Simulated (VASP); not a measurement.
# CuSi16 (a cell with a defect) in VASP: single point with PBE

Aim: the single point of CuSi16 (a cell with a defect) with PBE.

All numbers are computed with VASP 6.6.1; they aren't measurements. Logs are shortened: lines on timing, memory, paths and dates and some standing lists are left out, and cuts for length are marked.

**1. The cell of the first run**

The cell holds a defect, 17 atoms: a = 7.679 Å, b = 7.679 Å, c = 7.679 Å, α = 60.00°, β = 60.00°, γ = 60.00°.

**2. Single point, PBE**

The input, INCAR:

```
SYSTEM = CuSi16
PREC     = Accurate       ! precision mode
ENCUT    = 520            ! plane-wave cutoff, eV
EDIFF    = 1E-7           ! SCF threshold, eV
ISMEAR   = 0              ! smearing method
SIGMA    = 0.05           ! smearing width, eV
LREAL    = Auto         
LASPH    = .True.         ! aspherical terms in the spheres
NELM     = 80             ! most SCF steps
ALGO     = Normal         ! electronic algorithm
ISIF     = 2              ! what is computed and relaxed
LWAVE    = .False.        ! write WAVECAR
LCHARG   = .True.         ! write CHGCAR
GGA      = PE             ! functional
LELF     = .True.         ! ELF
LVHAR    = .True.       
NBANDS   = 52             ! bands
NELECT   = 74.0
```

The input, KPOINTS:

```
Automatic mesh
0
Gamma
  2 2 2
  0 0 0
```

The input, POSCAR:

```
CuSi16
1.0
    0.0000000000      5.4300000000      5.4300000000
    5.4300000000      0.0000000000      5.4300000000
    5.4300000000      5.4300000000      0.0000000000
Si Cu
16 1
Direct
   -0.0066847145      0.0077607735      0.0025488029
    0.1329360037      0.1243943831      0.1176555249
    0.0299183241     -0.0091334254      0.4911557090
    0.1269038674      0.1281239411      0.6293255985
   -0.0035957643      0.4974718232     -0.0010841621
    0.0947136280      0.6345267035      0.1358412523
   -0.0069757827      0.5013978821      0.5090671271
    0.1319114180      0.6172537753      0.6257462247
    0.5036794659      0.0104529466     -0.0204763352
    0.6224289134      0.1428790055      0.1123025783
    0.4980260589      0.0061571823      0.5048956722
    0.6582809392      0.1101100368      0.6086704420
    0.4665051565      0.5136957643      0.0128836096
    0.6252565378      0.6190469613      0.1173252302
    0.5028697974      0.4809683241      0.5098618785
    0.6221336096      0.6135017495      0.6422371087
    0.5652714549      0.8110736648      0.3107613260
```

Potentials or basis: VASP PAW PBE potentials, release 64 (Si, Cu).

Command:

```sh
> cat potpaw_PBE.64/Si/POTCAR potpaw_PBE.64/Cu/POTCAR > POTCAR
> mpirun -np 1 vasp_std > vasp.out
```

OUTCAR:

```text
SYSTEM = CuSi16
   PREC = Accurate
   ENCUT = 520
   EDIFF = 1E-7
   ISMEAR = 0
   LREAL = Auto
   LASPH = .True.
   NELM = 80
   ISIF = 2
   GGA = PE
   NELECT = 74.0

 ion  position               nearest neighbor table
   1  0.993  0.008  0.003-  10 2.33   2 2.33   4 2.34   6 2.35
   2  0.133  0.124  0.118-   9 2.33   1 2.33   5 2.34   3 2.35
   3  0.030  0.991  0.491-  12 2.33   4 2.34   2 2.35   8 2.35
   4  0.127  0.128  0.629-  11 2.33   1 2.34   7 2.34   3 2.34
   5  0.996  0.497  0.999-  14 2.33   6 2.34   2 2.34   8 2.34
   6  0.095  0.635  0.136-  13 2.33   5 2.34   7 2.35   1 2.35
   7  0.993  0.501  0.509-  16 2.33   8 2.33   4 2.34   6 2.35
   8  0.132  0.617  0.626-  15 2.33   7 2.33   5 2.34   3 2.35
   9  0.504  0.010  0.980-   2 2.33  12 2.34  17 2.37  10 2.41  14 2.45
  10  0.622  0.143  0.112-   1 2.33  13 2.34  17 2.36   9 2.41  11 2.46
  11  0.498  0.006  0.505-  12 2.32   4 2.33  17 2.33  10 2.46  16 2.46
  12  0.658  0.110  0.609-  11 2.32   3 2.33   9 2.34  15 2.34
  13  0.467  0.514  0.013-  14 2.32   6 2.33  16 2.33  10 2.34
  14  0.625  0.619  0.117-  13 2.32   5 2.33  17 2.33   9 2.45  15 2.46
  15  0.503  0.481  0.510-   8 2.33  12 2.34  17 2.37  16 2.41  14 2.46
  16  0.622  0.614  0.642-   7 2.33  13 2.33  17 2.36  15 2.41  11 2.46
  17  0.565  0.811  0.311-  14 2.33  11 2.33  16 2.36  10 2.36  15 2.37   9 2.37

  LATTYP: Found a face centered cubic cell.
 ALAT       =    10.8600000000

  Lattice vectors:

 A1 = (   0.0000000000,   5.4300000000,   5.4300000000)
 A2 = (   5.4300000000,   0.0000000000,   5.4300000000)
 A3 = (   5.4300000000,   5.4300000000,   0.0000000000)

Analysis of symmetry for initial positions (statically):
=====================================================================
 Subroutine PRICEL returns:
 Original cell was already a primitive cell.

 Routine SETGRP: Setting up the symmetry group for a
 face centered cubic supercell.

 Subroutine GETGRP returns: Found  1 space group operations
 (whereof  1 operations were pure point group operations)
 out of a pool of 48 trial point group operations.

The static configuration has the point symmetry C_1 .

Analysis of symmetry for dynamics (positions and initial velocities):
=====================================================================
 Subroutine PRICEL returns:
 Original cell was already a primitive cell.

 Routine SETGRP: Setting up the symmetry group for a
 face centered cubic supercell.

 Subroutine GETGRP returns: Found  1 space group operations
 (whereof  1 operations were pure point group operations)
[... 121 lines left out ...]
   ISIF   =      2    stress and relaxation
   ISYM   =      2    0-nonsym 1-usesym 2-fastsym
   POTIM  = 0.5000    time-step for ionic-motion
   TEBEG  =    0.0;   TEEND  =   0.0 temperature during run
   PSTRESS=    0.0 pullay stress
   NELECT =      74.0000    total number of electrons
   NUPDOWN=      -1.0000    fix difference up-down
   EMIN   =  10.00;   EMAX   =-10.00  energy-range for DOS
   EFERMI =   0.00;   METHOD = LEGACY
   ISMEAR =     0;   SIGMA  =   0.05  broadening in eV -4-tet -1-fermi 0-gaus
   EFERMI_NEDOS =   21; number of points for ismear=-14 and -15
   IALGO  =     38    algorithm
   IMIX   =      4    mixing-type and parameters
     AMIX     =   0.40;   BMIX     =  1.00
     AMIX_MAG =   1.60;   BMIX_MAG =  1.00
  volume/ion in A,a.u.               =      18.84       127.11
  Fermi-wavevector in a.u.,A,eV,Ry     =   1.004636  1.898488 13.732283  1.009294
  Thomas-Fermi vector in A             =   2.137265
   LORBIT       =      0    0 simple, 1 ext, 2 COOP (PROOUT), +10 PAW based schemes
   GGA     = PE    functional components
   LHFCALC =     F    Hartree Fock is set to
   AEXX    =    0.0000 exact exchange contribution
   IVDW    =     0    specifies the selected vdW correction
   LEPSILON=     F    determine dielectric tensor
   LRPA    =     F    only Hartree local field effects (RPA)
 non-spin polarized calculation
 Gauss-broadening in eV      SIGMA  =   0.05
  energy-cutoff  :      520.00
  volume of cell :      320.21
 maximum number of plane-waves:      8646
 NGX is ok and might be reduce to    60
   NGX = 29   NGY = 29   NGZ = 29

 number of electron      73.9999999 magnetization

 Free energy of the ion-electron system (eV)
  ---------------------------------------------------
  ext. energy  EPLUGINS =         0.00000000
  ---------------------------------------------------
  free energy    TOTEN  =       -94.16474778 eV

  energy without entropy =      -94.16432601  energy(sigma->0) =      -94.16453689

 E-fermi :   6.3963     XC(G=0):  -9.6138

 val. band max:        6.3076403923   @ k =   0.0000   0.0000   0.0000
 cond. band min:       6.4808763403   @ k =   0.0000   0.0000   0.0000
 fundamental gap:      0.1732359480
 Fermi energy:         6.3963498509

 k-point     1 :       0.0000    0.0000    0.0000
  band No.  band energies     occupation
      1      -5.9028      2.00000
      2      -3.5629      2.00000
      3      -3.5202      2.00000
      4      -3.4895      2.00000
      5      -3.4743      2.00000
      6      -1.9569      2.00000
[... 405 lines left out ...]
     48      10.4244      0.00000
     49      10.4777      0.00000
 [bands above 49 left out]

------------------------ aborting loop because EDIFF is reached ----------------------------------------

  FORCE on cell =-STRESS in cart. coord.  units (eV):
  Direction    XX          YY          ZZ          XY          YZ          ZX
  --------------------------------------------------------------------------------------
  -------------------------------------------------------------------------------------
  Total       -0.4406516     -0.8244428     -0.8200719     -0.0687973      1.1831523     -0.0943595
  in kB       -2.2048366     -4.1251678     -4.1032978     -0.3442332      5.9200005     -0.4721355
  external PRESSURE =      -3.4777674 kB  Pullay stress =       0.0000000 kB

 VOLUME and BASIS-vectors are now :
 -----------------------------------------------------------------------------
  energy-cutoff  :      520.00
  volume of cell :      320.21
      direct lattice vectors                 reciprocal lattice vectors
     0.000000000  5.430000000  5.430000000    -0.092081031  0.092081031  0.092081031
     5.430000000  0.000000000  5.430000000     0.092081031 -0.092081031  0.092081031
     5.430000000  5.430000000  0.000000000     0.092081031  0.092081031 -0.092081031

 POSITION                                       TOTAL-FORCE (eV/Angst)
 -----------------------------------------------------------------------------------
      0.05598      5.40754      5.43584        -0.007207     -0.025421     -0.002918
      1.31433      1.36071      1.39730        -0.012130     -0.013999     -0.006072
      8.04738      2.82943      5.54286        -0.016259      0.034799      0.019374
      4.11295      4.10633      1.38480        -0.003170      0.008705      0.020416
      8.12538     10.83459      8.11175        -0.012571     -0.028514     -0.006959
      4.18310      1.25191      3.95978         0.014019     -0.031283     -0.027252
[... 9 lines left out ...]
      6.81866      6.86553      6.70950         0.022215      0.011219     -0.015793
      6.09156      4.75686      7.47355        -0.027822     -0.011479      0.013438
 -----------------------------------------------------------------------------------
    total drift:                               -0.004710     -0.000430     -0.006850

  FREE ENERGIE OF THE ION-ELECTRON SYSTEM (eV)
  ---------------------------------------------------
  free  energy   TOTEN  =       -94.1647477765 eV

  energy  without entropy=      -94.1643260079  energy(sigma->0) =      -94.16453689
```

OSZICAR:

```text
N       E                     dE             d eps       ncg     rms          rms(c)
DAV:   1     0.326506032381E+03    0.32651E+03   -0.27680E+04   832   0.123E+03
DAV:   2    -0.541571206016E+02   -0.38066E+03   -0.35686E+03   848   0.241E+02
[... 13 lines left out ...]
DAV:  16    -0.941647849194E+02   -0.19237E-04   -0.45741E-04  1096   0.769E-02    0.486E-02
DAV:  17    -0.941647472806E+02    0.37639E-04   -0.13356E-04  1468   0.215E-01    0.173E-02
DAV:  18    -0.941647474905E+02   -0.20995E-06   -0.42216E-05  1264   0.496E-02    0.894E-03
DAV:  19    -0.941647476606E+02   -0.17011E-06   -0.17460E-06  1216   0.511E-03    0.764E-03
DAV:  20    -0.941647476236E+02    0.37061E-07   -0.11560E-06  1144   0.190E-02    0.449E-03
DAV:  21    -0.941647477836E+02   -0.16002E-06   -0.11660E-06  1292   0.178E-02    0.184E-03
DAV:  22    -0.941647477765E+02    0.70604E-08   -0.29881E-07   864   0.345E-03
   1 F= -.94164748E+02 E0= -.94164537E+02  d E =-.421769E-03
```

It took 4.8 min on 1 thread of Intel Xeon 6975P-C (Granite Rapids), shared host; peak memory 0.49 GiB.

What came out:

```
Free energy   : -94.1647 eV
Largest force : 0.045 eV/Å
```

Forces in eV/Å, atoms in the order of the input:
```
Si  -0.007 -0.025 -0.003
Si  -0.012 -0.014 -0.006
Si  -0.016  0.035  0.019
Si  -0.003  0.009  0.020
Si  -0.013 -0.029 -0.007
Si   0.014 -0.031 -0.027
Si  -0.003 -0.002 -0.011
Si  -0.024 -0.002  0.001
Si   0.005 -0.001  0.026
Si   0.031 -0.003  0.009
Si   0.010  0.031  0.021
Si   0.005  0.022  0.031
Si   0.028 -0.009 -0.020
Si  -0.004 -0.002 -0.045
Si  -0.005  0.022 -0.007
Si   0.022  0.011 -0.016
Cu  -0.028 -0.011  0.013
```

Levels at points of the mesh, in eV from the Fermi level:
| k point | band 34 | band 35 | band 36 | band 37 | band 38 | band 39 | band 40 | band 41 |
| --- | --- | --- | --- | --- | --- | --- | --- | --- |
| (0.00, 0.00, 0.00) | -1.10 | -0.47 | -0.10 | -0.09 | 0.08 | 0.14 | 0.54 | 0.58 |
| (0.50, 0.00, 0.00) | -0.92 | -0.90 | -0.59 | -0.41 | 0.57 | 1.05 | 1.47 | 1.51 |
| (0.00, 0.50, 0.00) | -1.07 | -1.00 | -0.91 | -0.72 | 0.69 | 1.05 | 1.09 | 1.29 |
| (0.00, 0.00, 0.50) | -1.06 | -1.00 | -0.91 | -0.72 | 0.69 | 1.05 | 1.09 | 1.28 |
| (0.50, 0.50, 0.50) | -1.07 | -0.97 | -0.90 | -0.67 | 0.70 | 1.06 | 1.12 | 1.31 |
| (0.50, 0.50, 0.00) | -1.66 | -1.47 | -1.45 | -1.16 | 0.73 | 0.84 | 1.92 | 2.09 |
| (0.00, 0.50, 0.50) | -1.65 | -1.48 | -1.47 | -1.11 | 0.74 | 0.81 | 1.91 | 2.10 |
| (0.50, 0.00, 0.50) | -1.66 | -1.47 | -1.45 | -1.17 | 0.73 | 0.84 | 1.92 | 2.10 |

Caveat: the k points lie up to 0.50 Å⁻¹ apart; the cell carries a net charge on a neutralising background, which shifts energy and pressure; the cell is charged against a uniform background, so pressure and absolute levels hang on convention.
